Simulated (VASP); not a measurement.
Write the native input for VASP 6.6.1 that does the following.

```yaml
Task: single point
Functional: PBE
Potentials_or_basis: VASP PAW PBE potentials, release 64 (Mg, Zn, O)
Cutoff: 520 eV
k_mesh: 6 × 4 × 4
Occupations: gaussian, width 0.1 eV
Spin: collinear spin, ferromagnetic start
Starting_moments: "[0.0, 0.0, 0.0, 0.0, 1.0, 1.0, 1.0] μB"
Dipole_correction: no
Further_INCAR_settings: ALGO = Normal; EDIFF = 1e-06; NBANDS = 41
```

The structure of MgZn3O3 lies in POSCAR:

```
MgZn3O3
1.0
    3.0403838528      0.0000000000      0.0000000000
    0.0000000000      4.1259265535      0.0000000000
    0.0000000000      0.0000000000      6.6941385248
Mg Zn O
1 3 3
Direct
    0.5000000000      0.0000000000      0.0000000000
    0.5000000000      0.5000000000      0.2935530705
    0.5000000000      0.5000000000      0.7064469295
    0.0000000000      0.0000000000      0.5000000000
    0.5000000000      0.0000000000      0.2875939856
    0.0000000000      0.5000000000      0.0000000000
    0.5000000000      0.0000000000      0.7124060144
```

These files were run (other wordings do the same):

INCAR

```
PREC = Accurate ; ENCUT = 520
EDIFF = 1E-6 ; ISMEAR = 0
SIGMA = 0.1 ; LREAL = F
LASPH = T ; NELM = 150
ALGO = Normal ; ISIF = 2
LWAVE = F ; LCHARG = F
ISPIN = 2 ; MAGMOM = 0 0 0 0 1 1 1
LORBIT = 11 ; GGA = PE
NBANDS = 41
```

KPOINTS

```
Automatic mesh
0
Gamma
  6 4 4
```

Potentials or basis: VASP PAW PBE potentials, release 64 (Mg, Zn, O).

Launch:

```bash
$ cat potpaw_PBE.64/Mg/POTCAR potpaw_PBE.64/Zn/POTCAR potpaw_PBE.64/O/POTCAR > POTCAR
$ mpirun -np 1 vasp_std > vasp.out
```

Results of the run:

- Pressure: 0.2 GPa
- Largest force: 0.064 eV/Å
- Band gap on the k mesh: zero (filled and empty bands overlap)
- Net moment: 0.00 μB per cell
- Valence electrons inside the program's atomic spheres: Mg 0.36; Zn 10.68, 10.72; O 5.03, 4.87

Caveat: the k points lie up to 0.38 Å⁻¹ apart.

It took 110 s on 1 thread of Intel(R) Xeon(R) 6975P-C (Granite Rapids) (shared host), peak memory 0.33 GiB.
